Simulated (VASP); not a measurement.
Input of a VASP 6.6.1 run:

The input INCAR:

```
PREC = Accurate ; ENCUT = 520
EDIFF = 1E-7 ; ISMEAR = 0
SIGMA = 0.15 ; LREAL = False
LASPH = True ; NELM = 100
ALGO = Fast ; ISIF = 2
LWAVE = False ; LCHARG = False
GGA = PS ; NBANDS = 18
```

The input KPOINTS:

```
regular mesh
0
Gamma
  18 18 18
```

The input POSCAR:

```
ZnCu
1.0
    2.9875104731      0.5118098435      0.5118098435
    0.5118098435      2.9875104731      0.5118098435
    0.5118098435      0.5118098435      2.9875104731
Zn Cu
1 1
Direct
    0.5000000000      0.5000000000      0.5000000000
    0.0000000000      0.0000000000      0.0000000000
```

Potentials or basis: VASP PAW PBE potentials, release 64 (Zn, Cu).

Command:

```console
$ cat potpaw_PBE.64/Zn/POTCAR potpaw_PBE.64/Cu/POTCAR > POTCAR
$ mpirun -np 1 vasp_std > vasp.out
```

(1) Estimate the band gap on the k mesh.

(2) Estimate the pressure.

Results:

(1) zero (an odd number of electrons rules out a gap without spin polarisation).

(2) 18.4 GPa.

Caveat: the cell stands under pressure; the PAW data sets were made with another functional, which shifts forces and pressure a little.
